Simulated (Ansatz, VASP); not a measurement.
## Two plane-wave programs on CoO

The input INCAR:

```
SYSTEM = CoO
PREC = Accurate
ENCUT = 520
EDIFF = 1E-7
ISMEAR = 0
SIGMA = 0.1
LREAL = .FALSE.
LASPH = .TRUE.
NELM = 150
ALGO = Normal
ISIF = 2
LWAVE = .FALSE.
LCHARG = .TRUE.
ISPIN = 2
MAGMOM = 2.57 0.32
LORBIT = 11
LMAXMIX = 4
GGA = PS
LELF = .TRUE.
LVHAR = .TRUE.
NBANDS = 18
```

KPOINTS

```
Automatic mesh
0
G
  12 12 17
  0 0 0
```

POSCAR

```
CoO
1.0
    2.9782763752     -0.0016211116      0.0982661517
   -0.0016211116      2.9782763752      0.0982661517
    1.5561081115      1.5561081115      2.1473680739
Co O
1 1
Direct
    0.0000000000      0.0000000000      0.0000000000
    0.5000000000      0.5000000000      0.0000000000
```

Input for Ansatz:

```yaml
crystal:
  lattice:
    - [2.9782763752, -0.0016211116, 0.0982661517]
    - [-0.0016211116, 2.9782763752, 0.0982661517]
    - [1.5561081115, 1.5561081115, 2.1473680739]
  atoms:
    - { symbol: Co, position: [0.0, 0.0, 0.0], spin: 2.57 }
    - { symbol: O, position: [0.5, 0.5, 0.0], spin: 0.32 }
basis:
  ecutwfc: 420
kpoints:
  mp_grid: { grid: [12, 12, 17] }
hamiltonian:
  xc: pbesol
scf:
  occupations: { method: gaussian, width: 0.1 }
output:
  forces: true
  stress: true
  eigenvalues: true
  populations: true
magnetization:
  spin_polarized: true
```

Change from the starting cell: band edges of the strained film's bulk.

Alike in both runs: task single point; functional PBEsol; k mesh 12 × 12 × 17; occupations gaussian, width 0.1 eV; collinear spin.

|  | VASP | Ansatz |
| --- | --- | --- |
| version | VASP 6.6.1 | Ansatz 0.2.0 |
| potentials or method | VASP PAW PBE potentials, release 64 (Co, O), cutoff 520 eV | scalar-relativistic, plane waves, PAW |
| valence electrons in the cell | 15 | 23 |

```tsv
	VASP	Ansatz	Ansatz less VASP
gap on the k mesh at the Fermi level (eV)	none	none	-
pressure (GPa)	-1.8	-1.0	+0.78
traceless stress, the component that is largest in VASP (GPa)	1.03	1.04	+0.008
net moment per atom (μB)	1.36	1.38	+0.020
size of the moment on the site where the two differ most (μB)	2.40	2.33	-0.070
```

VASP's potentials were made for PBE, not for PBEsol. Site moments also hang on the region over which each program counts them. A gap of «none» marks a metal or a gap that the smearing closes. VASP's potentials hold 15 valence electrons a cell and Ansatz's 23, so a difference there can come from the potentials and not from the codes.
